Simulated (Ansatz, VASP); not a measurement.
## Co: VASP beside Ansatz

Contents of INCAR:

```
SYSTEM = Co
PREC = Accurate
ENCUT = 520
EDIFF = 1E-7
ISMEAR = -1
SIGMA = 0.05
LREAL = .FALSE.
LASPH = .TRUE.
NELM = 150
ALGO = Normal
ISIF = 2
LWAVE = .FALSE.
LCHARG = .FALSE.
ISPIN = 2
MAGMOM = 1.707 1.707 1.726 1.726
LORBIT = 11
LMAXMIX = 4
GGA = B5
ALDAX = 1.0
AGGAX = 1.0
AGGAC = 1.0
ALDAC = 0.0
NBANDS = 30
```

Contents of KPOINTS:

```
regular mesh
0
G
  19 19 5
  0 0 0
```

Contents of POSCAR:

```
Co
1.0
    2.5336050857      0.0000000000      0.0000000000
   -1.2668025429      2.1941663673      0.0000000000
    0.0000000000      0.0000000000      8.1936097388
Co
4
Direct
    0.0000000000      0.0000000000      0.0000000000
    1.0000000000      1.0000000000      0.5000000000
    0.3333333333      0.6666666667      0.2500000000
    0.6666666667      0.3333333333      0.7500000000
```

Input for Ansatz:

```yaml
crystal:
  lattice:
    - [2.5336050857, 0.0, 0.0]
    - [-1.2668025429, 2.1941663673, 0.0]
    - [0.0, 0.0, 8.1936097388]
  atoms:
    - { symbol: Co, position: [0.0, 0.0, 0.0], spin: 1.707 }
    - { symbol: Co, position: [1.0, 1.0, 0.5], spin: 1.707 }
    - { symbol: Co, position: [0.3333333333, 0.6666666667, 0.25], spin: 1.726 }
    - { symbol: Co, position: [0.6666666667, 0.3333333333, 0.75], spin: 1.726 }
hamiltonian:
  xc: blyp
  pseudopotentials:
    kind: paw
    azcp:
      Co: "pseudopotentials/Co.paw.azcp"
basis:
  ecutwfc: 420
  fft_grid_basis: typed
kpoints:
  mp_grid: { grid: [19, 19, 5], shift: [0, 0, 0] }
magnetization:
  spin_polarized: true
scf:
  occupations: { method: fermi_dirac, width: 0.05 }
```

Alike in both runs: task single point; functional BLYP; k mesh 19 × 19 × 5; occupations fermi-dirac, width 0.05 eV; collinear spin.

```csv
,VASP,Ansatz
version,VASP 6.6.1,Ansatz 0.2.0
potentials or method,"VASP PAW PBE potentials, release 64 (Co), cutoff 520 eV","plane waves (420 eV) with PAW, scalar-relativistic"
valence electrons in the cell,36,68
```

```csv
,VASP,Ansatz,Ansatz less VASP
net moment per atom (μB),1.64,1.64,+0.008
size of the moment on the site where the two differ most (μB),1.65,1.70,+0.054
```

VASP's potentials were made for PBE, not for BLYP. Site moments also hang on the region over which each program counts them. VASP's potentials hold 36 valence electrons a cell and Ansatz's 68, so a difference there can come from the potentials and not from the codes.
